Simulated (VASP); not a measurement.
Input of a VASP 6.6.1 run:

Contents of POSCAR:

```
LiH
1.0
    0.0000000000      2.0023334744      2.0023334744
    2.0023334744      0.0000000000      2.0023334744
    2.0023334744      2.0023334744      0.0000000000
Li H
1 1
Direct
    0.0000000000      0.0000000000      0.0000000000
    0.5000000000      0.5000000000      0.5000000000
```

The input INCAR.step1:

```
SYSTEM = LiH
ALGO = Normal ; EDIFF = 1E-4
ENCUT = 520 ; GGA = PE
ISMEAR = 0 ; LASPH = .TRUE.
LCHARG = .FALSE. ; LREAL = .FALSE.
LWAVE = .TRUE. ; NBANDS = 9
NELM = 80 ; PREC = Accurate
SIGMA = 0.02
```

The input INCAR.step2:

```
SYSTEM = LiH
ALGO = Normal ; EDIFF = 1E-6
ENCUT = 520 ; ISIF = 2
ISMEAR = 0 ; ISTART = 1
LASPH = .TRUE. ; LCHARG = .FALSE.
LMIXTAU = .TRUE. ; LREAL = .FALSE.
LWAVE = .FALSE. ; METAGGA = R2SCAN
NBANDS = 9 ; NELM = 80
PREC = Accurate ; SIGMA = 0.02
```

File KPOINTS:

```
k-points
0
G
  10 10 10
  0 0 0
```

Potentials or basis: VASP PAW PBE potentials, release 64 (Li_sv, H).

Launch:

```console
$ cat potpaw_PBE.64/Li_sv/POTCAR potpaw_PBE.64/H/POTCAR > POTCAR
$ cp INCAR.step1 INCAR
$ mpirun -np 1 vasp_std > vasp.out
$ cp INCAR.step2 INCAR
$ mpirun -np 1 vasp_std > vasp.out
```

(1) What does it give for the band gap on the k mesh?

## Answers

(1) 3.58 eV.
